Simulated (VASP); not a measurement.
## TePb: single point with LDA

Crystal: TePb.

```
Pb Te
1.0
     0.00000    3.23100    3.23100
     3.23100    0.00000    3.23100
     3.23100    3.23100    0.00000
Pb Te
1 1
Direct
  0.00000 0.00000 0.00000
  0.50000 0.50000 0.50000
```

```json
{
  "Program": "VASP 6.6.1",
  "Task": "single point",
  "Functional": "LDA",
  "Potentials or basis": "VASP PAW LDA potentials, release 64 (Pb_d, Te)",
  "Cutoff": "500 eV",
  "k mesh": "10 × 10 × 10",
  "Occupations": "gaussian, width 0.03 eV",
  "Spin": "non-collinear spin, zero start, spin-orbit coupling",
  "Starting moments": "[[0.0, 0.0, 0.0], [0.0, 0.0, 0.0]] μB"
}
```

| Item | Value |
| --- | --- |
| Pressure | -1.8 GPa |
| Net moment | 0.00 μB per cell |
| Valence electrons inside the program's atomic spheres | Pb 11.90; Te 3.39 |

Moments on the atoms (μB; x, y, z):
```
Pb  0.00 0.00 0.00
Te  0.00 0.00 0.00
```

Run time: 4.7 min on 1 thread of Oxide Virtual Turin-like Processor (shared host), peak memory 0.35 GiB.
